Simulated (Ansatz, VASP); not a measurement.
Lu in VASP and in Ansatz

```xyz
1
Lattice="3.1620 0.0000 0.0000 0.0000 3.1620 0.0000 0.0000 0.0000 3.1620" Properties=species:S:1:pos:R:3 pbc="T T T"
Lu    0.0000    0.0000    0.0000
```

Alike in both runs: task single point; functional revPBE; k mesh 11 × 11 × 11; occupations fermi-dirac, width 0.1 eV; no spin polarisation.

```csv
,VASP,Ansatz
version,VASP 6.6.1,Ansatz 0.2.0
potentials or method,"VASP PAW PBE potentials, release 64 (Lu), cutoff 520 eV","plane waves (420 eV) with PAW, scalar-relativistic"
valence electrons in the cell,25,25
```

|  | VASP | Ansatz | Ansatz less VASP |
| --- | --- | --- | --- |
| pressure (GPa) | 2.6 | 2.6 | -0.09 |

VASP's potentials were made for PBE, not for revPBE. With one functional, cell and mesh, what is left measures potentials, basis and numerics.

Neither program's run includes spin-orbit coupling.
